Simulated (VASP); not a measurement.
## HfO2: single point with BLYP

Crystal: HfO2.

```xyz
12
Lattice="5.0135 0.0000 0.0000 0.0000 5.0798 0.0000 -0.8411 0.0000 5.1074" Properties=species:S:1:pos:R:3 pbc="T T T"
Hf    0.7857    2.3383    3.6161
Hf    2.9661    4.8782    4.0451
Hf    3.3867    2.7416    1.4914
Hf    1.2063    0.2017    1.0623
O    -0.3402    0.8554    4.3245
O     4.0920    3.3954    3.3367
O     4.5126    4.2244    0.7830
O     0.0804    1.6845    1.7707
O     1.4252    3.7687    5.0058
O     2.3266    1.2288    2.6554
O     2.7472    1.3111    0.1016
O     1.8457    3.8510    2.4521
```

```json
{
  "Program": "VASP 6.6.1",
  "Task": "single point",
  "Functional": "BLYP",
  "Potentials or basis": "VASP PAW PBE potentials, release 64 (Hf_pv, O)",
  "Cutoff": "520 eV",
  "k mesh": "5 × 5 × 5",
  "Occupations": "fermi-dirac, width 0.05 eV",
  "Spin": "no spin polarisation",
  "Dipole correction": "no",
  "Further INCAR settings": "ALGO = Normal; EDIFF = 1e-06; NBANDS = 56"
}
```

```yaml
Pressure: 28.3 GPa
Largest_force: 0.721 eV/Å
Band_gap_on_the_k_mesh: 4.43 eV (least direct gap 4.48 eV)
```

Forces in eV/Å, atoms in the order of the input:
```
Hf   0.538  0.236  0.296
Hf  -0.538  0.236 -0.296
Hf  -0.538 -0.236 -0.296
Hf   0.538 -0.236  0.296
O   -0.566 -0.209 -0.394
O    0.566 -0.209  0.394
O    0.566  0.209  0.394
O   -0.566  0.209 -0.394
O   -0.431  0.052 -0.002
O    0.431  0.052  0.002
O    0.431 -0.052  0.002
O   -0.431 -0.052 -0.002
```

Stress tensor (GPa, compression positive):
```
28.45  0.00  1.82
 0.00 27.89  0.00
 1.82  0.00 28.64
```

Levels at points of the mesh, in eV from the valence-band top:
| k point | band 42 | band 43 | band 44 | band 45 | band 46 | band 47 |
| --- | --- | --- | --- | --- | --- | --- |
| (0.00, 0.00, 0.00) | -0.45 | -0.10 | 0.00 | 4.81 | 5.42 | 5.61 |

Wall time 7.9 min on 1 thread of Intel(R) Xeon(R) Platinum 8259CL CPU @ 2.50GHz (Skylake/Cascade Lake), with other jobs on the host, peak memory 0.36 GiB.

Caveat: the cell stands under pressure; the PAW data sets were made with another functional, which shifts forces and pressure a little; spin-orbit coupling is left out, which moves the levels of the heavy elements. A k mesh can miss the band edges.
